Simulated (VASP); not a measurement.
LiH16ClO8: single point with PBE+D3(BJ)

LiH16ClO8:

```
CELL_PARAMETERS angstrom
6.78532 0.00000 0.00000
0.00000 6.78532 0.00000
0.00000 0.00000 6.78532
ATOMIC_POSITIONS crystal
O 0.86916 0.06224 0.70050
O 0.34970 0.36561 0.91916
O 0.71442 0.86572 0.16889
O 0.87589 0.33338 0.01422
O 0.75979 0.65620 0.56874
O 0.48235 0.39830 0.32725
O 0.27870 0.72604 0.34376
O 0.07609 0.30198 0.38125
H 0.94563 0.07319 0.57112
H 0.95088 0.96980 0.77709
H 0.27820 0.48776 0.88560
H 0.26882 0.25552 0.88808
H 0.82260 0.81583 0.08627
H 0.67770 0.99625 0.10451
H 0.94212 0.45348 0.97880
H 0.87430 0.25919 0.89109
H 0.82679 0.52454 0.55467
H 0.87003 0.72834 0.64012
H 0.47402 0.36029 0.18133
H 0.55206 0.28675 0.39550
H 0.24378 0.72986 0.19601
H 0.21097 0.61013 0.39501
H 0.21859 0.32852 0.38196
H 0.02211 0.29033 0.24768
Li 0.55502 0.72287 0.34345
Cl 0.07958 0.78427 0.93690
```

```yaml
Program: VASP 6.6.1
Task: single point
Functional: PBE
Dispersion: D3(BJ)
Potentials_or_basis: VASP PAW PBE potentials, release 64 (O, H, Li_sv, Cl)
Cutoff: 520 eV
k_mesh: 1 × 1 × 1
Occupations: fermi-dirac, width 0.05 eV
Spin: no spin polarisation
```

* Largest force: 2.461 eV/Å
* Band gap on the k mesh: 4.59 eV
* Dispersion energy per atom: -0.038 eV

Forces in eV/Å, atoms in the order of the input:
```
O    0.627  0.672 -1.940
O    0.890  1.118  0.360
O   -1.177  2.061 -0.654
O   -0.170 -0.372  0.659
O    1.990 -0.869  0.517
O    0.746 -1.664 -0.667
O   -0.353  0.531 -1.496
O   -0.344  0.075  0.967
H   -0.857  0.339  1.383
H    0.117 -0.082  0.235
H    0.064 -0.424  0.109
H   -0.838 -0.714 -0.300
H    0.400 -0.043 -0.076
H    0.532 -1.696  0.757
H    0.183  0.965 -0.040
H   -0.138 -0.604 -0.523
H   -0.797  0.923 -0.158
H   -1.471 -0.329 -0.671
H    0.015  0.408  1.196
H   -0.469  1.058 -0.746
H   -0.140  0.095  1.590
H   -0.052  0.084 -0.164
H   -0.114 -0.308 -0.581
H    0.266  0.092 -0.346
Li   0.491 -0.502  0.543
Cl   0.599 -0.813  0.046
```

Levels at points of the mesh, in eV from the valence-band top:
| k point | band 35 | band 36 | band 37 | band 38 | band 39 | band 40 |
| --- | --- | --- | --- | --- | --- | --- |
| (0.00, 0.00, 0.00) | -0.14 | -0.08 | 0.00 | 4.59 | 7.29 | 7.40 |

It took 63 s on 1 thread of Intel Xeon 6975P-C (shared host), peak memory 0.33 GiB.

Caveat: the k points lie up to 0.93 Å⁻¹ apart.
